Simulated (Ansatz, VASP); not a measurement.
# Two plane-wave programs on Be

```
Be
1.0
     3.73428    0.00000    0.00000
     0.00000    3.73428    0.00000
     0.00000    0.00000    2.27365
Be
4
Direct
  0.29741 0.29741 0.00000
  0.70259 0.70259 0.00000
  0.20259 0.79741 0.50000
  0.79741 0.20259 0.50000
```

Change from the starting cell: volume scaled by 0.99, PAW files.

Alike in both runs: task electric field gradients; functional PBE; k mesh 9 × 9 × 14; occupations fermi-dirac, width 0.05 eV; no spin polarisation.

|  | VASP | Ansatz |
| --- | --- | --- |
| version | VASP 6.6.1 | Ansatz 0.2.0 |
| potentials or method | VASP PAW PBE potentials, release 64 (Be) | PAW with Ansatz's default frozen-core files, scalar-relativistic |
| plane-wave cutoff (eV) | 520 | 420 |
| valence electrons in the cell | 8 | 8 |

```csv
,VASP,Ansatz,Ansatz less VASP
pressure (GPa),1.4,1.2,-0.16
"traceless stress, the component that is largest in VASP (GPa)",-0.82,-0.82,+0.002
size of Vzz on the site where it differs most (V/Å²),1.8,1.4,-0.34
```

With one functional, cell and mesh, what is left measures potentials, basis and numerics.
